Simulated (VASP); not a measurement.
Crystal: C.

```
CELL_PARAMETERS angstrom
2.02502 0.00000 0.00000
-1.01251 1.75372 0.00000
0.00000 0.00000 1.90352
ATOMIC_POSITIONS crystal
C 0.00000 0.00000 0.00000
```

- Program: VASP 6.6.1
- Task: relaxation of cell and atoms
- Functional: PBE
- Potentials or basis: VASP PAW PBE potentials, release 64 (C_h)
- Cutoff: 910 eV
- k mesh: 24 × 24 × 22
- Occupations: fermi-dirac, width 0.1 eV
- Spin: no spin polarisation

At the start: pressure -38.9 GPa; volume 6.76 Å³/atom.

Where does the relaxation end?

Over 13 steps the energy falls by 480.9 meV/atom and the volume is 5.57 Å³/atom (-17.6 %); space group P6/mmm (No. 191, to 0.1 Å) before and after.

Step by step:
```csv
step,energy change (eV),largest force (eV/Å),pressure (GPa),volume (Å³)
1,0.0000,0.0000,-38.91,6.76
2,-0.4568,0.0000,22.15,5.24
3,-0.4610,0.0000,11.57,5.34
4,-0.4611,0.0000,14.23,5.31
5,-0.4725,0.0000,12.25,5.50
6,-0.4736,0.0000,12.54,5.42
7,-0.4729,0.0000,-12.03,5.79
8,-0.4804,0.0000,-0.17,5.59
9,-0.4809,0.0000,-0.22,5.58
10,-0.4809,0.0000,-0.21,5.57
11,-0.4809,0.0000,-0.22,5.57
12,-0.4809,0.0000,0.20,5.57
13,-0.4809,0.0000,0.00,5.57
```

Final structure:
```cif
data_structure
_symmetry_space_group_name_H-M 'P 1'
_symmetry_Int_Tables_number 1
_cell_length_a 2.0098
_cell_length_b 2.0098
_cell_length_c 1.5920
_cell_angle_alpha 90.000
_cell_angle_beta 90.000
_cell_angle_gamma 120.000
_cell_volume 5.57
loop_
_atom_site_label
_atom_site_type_symbol
_atom_site_fract_x
_atom_site_fract_y
_atom_site_fract_z
_atom_site_occupancy
C1 C 0.00000 0.00000 0.00000 1
```

Caveat: the cutoff is under 1.25 times the usual one of these potentials, so pressure, stress and relaxed cells hold a basis-set (Pulay) error; the volume moved by over 15 % at a fixed basis, so the end points are rough.
